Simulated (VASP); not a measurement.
# Bi (I4/mmm) in VASP: single point with PBE+D3(BJ)

Aim: the single point of Bi with PBE+D3(BJ).

Everything below comes from runs of VASP 6.6.1. Logs are shortened: lines on timing, memory, paths and dates and some standing lists are left out, and cuts for length are marked.

## Step 1: The cell of the first run

It takes space group I4/mmm (No. 139, tetragonal). Conventional cell: a = 3.491 Å, b = 3.491 Å, c = 5.072 Å, α = 90.00°, β = 90.00°, γ = 90.00°. Within 4.6 Å of Bi (site symmetry 4/mmm) lie 12 Bi at 3.49 to 3.54 Å.

## Step 2: Single point, PBE+D3(BJ) (30.90 Å³/atom)

File INCAR:

```
ALGO = Fast
EDIFF = 1E-6
ENCUT = 520
GGA = PE
ISIF = 2
ISMEAR = 0
IVDW = 12
LASPH = True
LCHARG = False
LREAL = False
LWAVE = False
NBANDS = 14
NELM = 80
PREC = Accurate
SIGMA = 0.15
```

File KPOINTS:

```
k-points
0
Gamma
  18 18 18
```

File POSCAR:

```
Bi
1.0
   -1.7452549707      1.7452549707      2.5358554724
    1.7452549707     -1.7452549707      2.5358554724
    1.7452549707      1.7452549707     -2.5358554724
Bi
1
Direct
    0.0000000000      0.0000000000      0.0000000000
```

Potentials or basis: VASP PAW PBE potentials, release 64 (Bi_d).

Command:

```console
$ cat potpaw_PBE.64/Bi_d/POTCAR > POTCAR
$ mpirun -np 1 vasp_std > vasp.out
```

OUTCAR:

```text
EDIFF = 1E-6
   ENCUT = 520
   GGA = PE
   ISIF = 2
   ISMEAR = 0
   IVDW = 12
   LASPH = True
   LREAL = False
   NELM = 80
   PREC = Accurate
 IVDW          = 12

 ion  position               nearest neighbor table
   1  0.000  0.000  0.000-

  LATTYP: Found a body centered tetragonal cell.
 ALAT       =     3.4905099414
 C/A-ratio  =     1.4530000000

  Lattice vectors:

 A1 = (  -1.7452549707,   1.7452549707,   2.5358554724)
 A2 = (   1.7452549707,  -1.7452549707,   2.5358554724)
 A3 = (   1.7452549707,   1.7452549707,  -2.5358554724)

Analysis of symmetry for initial positions (statically):
=====================================================================
 Subroutine PRICEL returns:
 Original cell was already a primitive cell.

 Routine SETGRP: Setting up the symmetry group for a
 body centered tetragonal supercell.

 Subroutine GETGRP returns: Found 16 space group operations
 (whereof 16 operations were pure point group operations)
 out of a pool of 16 trial point group operations.

The static configuration has the point symmetry D_4h.

Analysis of symmetry for dynamics (positions and initial velocities):
=====================================================================
 Subroutine PRICEL returns:
 Original cell was already a primitive cell.

 Routine SETGRP: Setting up the symmetry group for a
 body centered tetragonal supercell.

 Subroutine GETGRP returns: Found 16 space group operations
 (whereof 16 operations were pure point group operations)
 out of a pool of 16 trial point group operations.

The dynamic configuration has the point symmetry D_4h.

 Subroutine INISYM returns: Found 16 space group operations
 (whereof 16 operations are pure point group operations),
 and found     1 'primitive' translations

----------------------------------------------------------------------------------------

                                     Primitive cell

  volume of cell :      30.8960

  direct lattice vectors                    reciprocal lattice vectors
    -1.745254971  1.745254971  2.535855472     0.000000000  0.286491091  0.197172120
     1.745254971 -1.745254971  2.535855472     0.286491091  0.000000000  0.197172120
     1.745254971  1.745254971 -2.535855472     0.286491091  0.286491091  0.000000000

  length of vectors
     3.538699309  3.538699309  3.538699309     0.347784402  0.347784402  0.405159586

  position of ions in fractional coordinates (direct lattice)
     0.000000000  0.000000000  0.000000000

  ion indices of the primitive-cell ions
   primitive index   ion index
                 1           1

----------------------------------------------------------------------------------------

 KPOINTS: k-points

Automatic generation of k-mesh.
 Grid dimensions read from file:
 generate k-points for:   18   18   18

 Generating k-lattice:

  Cartesian coordinates                     Fractional coordinates (reciprocal lattice)
     0.000000000  0.015916172  0.010954007     0.055555556 -0.000000000  0.000000000
     0.015916172  0.000000000  0.010954007    -0.000000000  0.055555556  0.000000000
     0.015916172  0.015916172  0.000000000     0.000000000  0.000000000  0.055555556

  Length of vectors
     0.019321356  0.019321356  0.022508866

  Shift w.r.t. Gamma in fractional coordinates (k-lattice)
     0.000000000  0.000000000  0.000000000

 Subroutine IBZKPT returns following result:
 ===========================================

 Found    480 irreducible k-points:

 Following reciprocal coordinates:
            Coordinates               Weight
  0.000000  0.000000  0.000000      1.000000
  0.055556  0.000000 -0.000000      8.000000
  0.111111  0.000000 -0.000000      8.000000
  0.166667  0.000000 -0.000000      8.000000
  0.222222  0.000000  0.000000      8.000000
  0.277778  0.000000 -0.000000      8.000000
[... 16 lines left out ...]
 -0.277778  0.055556  0.000000     16.000000
 -0.222222  0.055556  0.000000     16.000000
 [... further k-points ...]
   k-points           NKPTS =    480   k-points in BZ     NKDIM =    480   number of bands    NBANDS=     14
   number of dos      NEDOS =    301   number of ions     NIONS =      1
   total plane-waves  NPLWV =  21952
   dimension x,y,z NGX =    28 NGY =   28 NGZ =   28
   dimension x,y,z NGXF=    56 NGYF=   56 NGZF=   56
   ions per type =               1
   NGX,Y,Z   is equivalent  to a cutoff of  13.15, 13.15, 13.15 a.u.
   NGXF,Y,Z  is equivalent  to a cutoff of  26.31, 26.31, 26.31 a.u.
 SYSTEM =  unknown system
   PREC   = accura    normal or accurate (medium, high low for compatibility)
   ISTART =      0    job   : 0-new  1-cont  2-samecut
   ICHARG =      2    charge: 1-file 2-atom 10-const
   ISPIN  =      1    spin polarized calculation?
   LNONCOLLINEAR =      F non collinear calculations
   LSORBIT =      F    spin-orbit coupling
   LASPH  =      T    aspherical Exc in radial PAW
   ENCUT  =  520.0 eV  38.22 Ry    6.18 a.u.   6.58  6.58  6.58*2*pi/ulx,y,z
   NELM   =     80;   NELMIN=  2; NELMDL= -5     # of ELM steps
   EDIFF  = 0.1E-05   stopping-criterion for ELM
   LREAL  =      F    real-space projection
   EDIFFG = 0.1E-04   stopping-criterion for IOM
   NSW    =      0    number of steps for IOM
   IBRION =     -1    ionic relax: 0-MD 1-quasi-New 2-CG
   NFREE  =      0    steps in history (QN), initial steepest desc. (CG)
   ISIF   =      2    stress and relaxation
   ISYM   =      2    0-nonsym 1-usesym 2-fastsym
   POTIM  = 0.5000    time-step for ionic-motion
   TEBEG  =    0.0;   TEEND  =   0.0 temperature during run
   PSTRESS=    0.0 pullay stress
   NELECT =      15.0000    total number of electrons
   NUPDOWN=      -1.0000    fix difference up-down
   EMIN   =  10.00;   EMAX   =-10.00  energy-range for DOS
   EFERMI =   0.00;   METHOD = LEGACY
   ISMEAR =     0;   SIGMA  =   0.15  broadening in eV -4-tet -1-fermi 0-gaus
   EFERMI_NEDOS =   21; number of points for ismear=-14 and -15
   IALGO  =     68    algorithm
   IMIX   =      4    mixing-type and parameters
     AMIX     =   0.40;   BMIX     =  1.00
     AMIX_MAG =   1.60;   BMIX_MAG =  1.00
  volume/ion in A,a.u.               =      30.90       208.50
  Fermi-wavevector in a.u.,A,eV,Ry     =   1.286682  2.431476 22.525127  1.655550
  Thomas-Fermi vector in A             =   2.418742
   LORBIT       =      0    0 simple, 1 ext, 2 COOP (PROOUT), +10 PAW based schemes
   GGA     = PE    functional components
   LHFCALC =     F    Hartree Fock is set to
   AEXX    =    0.0000 exact exchange contribution
   IVDW    =    12    specifies the selected vdW correction
   LEPSILON=     F    determine dielectric tensor
   LRPA    =     F    only Hartree local field effects (RPA)
 non-spin polarized calculation
 RMM-DIIS sequential band-by-band and
 Gauss-broadening in eV      SIGMA  =   0.15
  energy-cutoff  :      520.00
  volume of cell :       30.90
 maximum number of plane-waves:       869
   NGX = 13   NGY = 13   NGZ = 13

 number of electron      15.0000003 magnetization

 Free energy of the ion-electron system (eV)
  ---------------------------------------------------
  ext. energy  EPLUGINS =         0.00000000
  ---------------------------------------------------
  free energy    TOTEN  =        -3.70237674 eV

  energy without entropy =       -3.69336924  energy(sigma->0) =       -3.69787299

 E-fermi :   8.1253     XC(G=0): -10.3310

 val. band max:        8.1192640916   @ k =  -0.4444   0.4444   0.0556
 cond. band min:       8.1491898722   @ k =  -0.4444   0.4444   0.3333
 fundamental gap:      0.0299257807
 Fermi energy:         8.1252570102

 k-point     1 :       0.0000    0.0000    0.0000
  band No.  band energies     occupation
      1     -15.0268      2.00000
      2     -15.0119      2.00000
      3     -15.0119      2.00000
      4     -14.9563      2.00000
      5     -14.9338      2.00000
      6      -5.5655      2.00000
      7      13.0835      0.00000
      8      13.0835      0.00000
      9      13.0887      0.00000
     10      17.0226      0.00000
     11      17.1595      0.00000
     12      18.8676      0.00000
     13      18.9764      0.00000
     14      18.9764      0.00000

 k-point     2 :       0.0556    0.0000   -0.0000
  band No.  band energies     occupation
      1     -15.0247      2.00000
      2     -15.0110      2.00000
      3     -15.0095      2.00000
      4     -14.9561      2.00000
      5     -14.9341      2.00000
      6      -5.5118      2.00000
      7      12.3933      0.00000
      8      13.0116      0.00000
      9      13.0269      0.00000
     10      16.8386      0.00000
     11      17.4807      0.00000
     12      19.0199      0.00000
     13      19.0904      0.00000
     14      19.6838      0.00000

 k-point     3 :       0.1111    0.0000   -0.0000
  band No.  band energies     occupation
      1     -15.0200      2.00000
      2     -15.0082      2.00000
      3     -15.0032      2.00000
      4     -14.9545      2.00000
      5     -14.9342      2.00000
      6      -5.3511      2.00000
      7      10.9539      0.00000
      8      12.8069      0.00000
      9      12.8724      0.00000
     10      16.3721      0.00000
     11      18.3552      0.00000
     12      19.2978      0.00000
     13      19.3972      0.00000
     14      20.1250      0.00000
[... 324 lines left out ...]
 k-point    23 :      -0.2778    0.0556    0.0000
  band No.  band energies     occupation
      1     -15.0135      2.00000
      2     -15.0009      2.00000
      3     -14.9884      2.00000
      4     -14.9290      2.00000
      5     -14.9124      2.00000
      6      -4.3816      2.00000
      7       6.7590      2.00000
      8      11.5538      0.00000
      9      12.1081      0.00000
     10      15.9213      0.00000
     11      17.8090      0.00000
     12      19.0657      0.00000
     13      19.7421      0.00000
     14      19.9209      0.00000

 k-point    24 :      -0.2222    0.0556    0.0000
  band No.  band energies     occupation
      1     -15.0150      2.00000
      2     -15.0004      2.00000
      3     -14.9891      2.00000
      4     -14.9421      2.00000
      5     -14.9271      2.00000
      6      -4.8030      2.00000
      7       8.2685      0.17695
      8      11.8365      0.00000
      9      12.3912      0.00000
     10      16.0816      0.00000
     11      18.4090      0.00000
     12      19.0853      0.00000
     13      19.5408      0.00000
     14      20.3179      0.00000

 [... further k-points ...]

------------------------ aborting loop because EDIFF is reached ----------------------------------------

 Edisp (eV)   -0.51011

 E8    (eV) :    -0.2507

  FORCE on cell =-STRESS in cart. coord.  units (eV):
  Direction    XX          YY          ZZ          XY          YZ          ZX
  --------------------------------------------------------------------------------------
  -------------------------------------------------------------------------------------
  Total      -0.25466    -0.25466    -0.19687     0.00000     0.00000     0.00000
  in kB     -13.20599   -13.20599   -10.20922     0.00000     0.00000     0.00000
  external pressure =      -12.21 kB  Pullay stress =        0.00 kB

 VOLUME and BASIS-vectors are now :
 -----------------------------------------------------------------------------
  energy-cutoff  :      520.00
  volume of cell :       30.90
      direct lattice vectors                 reciprocal lattice vectors
    -1.745254971  1.745254971  2.535855472     0.000000000  0.286491091  0.197172120
     1.745254971 -1.745254971  2.535855472     0.286491091  0.000000000  0.197172120
     1.745254971  1.745254971 -2.535855472     0.286491091  0.286491091  0.000000000

 POSITION                                       TOTAL-FORCE (eV/Angst)
 -----------------------------------------------------------------------------------
      0.00000      0.00000      0.00000         0.000000      0.000000      0.000000
 -----------------------------------------------------------------------------------
    total drift:                               -0.000000      0.000000      0.000000

  FREE ENERGIE OF THE ION-ELECTRON SYSTEM (eV)
  ---------------------------------------------------
  free  energy   TOTEN  =        -4.2124826408 eV

  energy  without entropy=       -4.2034751433  energy(sigma->0) =       -4.20797889
```

It took 2 min on 1 thread of AMD EPYC 9R45 (Zen 5), shared host; peak memory 0.28 GiB.

Results:

```yaml
Free_energy: -4.2125 eV
Pressure: -1.2 GPa
Band_gap_on_the_k_mesh: zero (an odd number of electrons rules out a gap without spin polarisation)
Dispersion_energy_per_atom: -0.510 eV
```

Levels at points of the mesh, in eV from the Fermi level:
```
           k point  band 5  band 6  band 7  band 8  band 9  band 10
(0.00, 0.00, 0.00)  -23.06  -13.69    4.96    4.96    4.96     8.90
(0.50, 0.00, 0.00)  -22.99  -10.79   -5.37    3.15    3.57     7.33
(0.50, 0.50, 0.00)  -22.96   -9.60   -4.49    0.13    0.32     3.93
(0.50, 0.50, 0.50)  -22.98   -9.84   -4.68    0.53    0.53     4.20
```

Caveat: spin-orbit coupling is left out, which moves the levels of the heavy elements.

The gap in the log of VASP goes by the Fermi energy; the results here count the filled bands.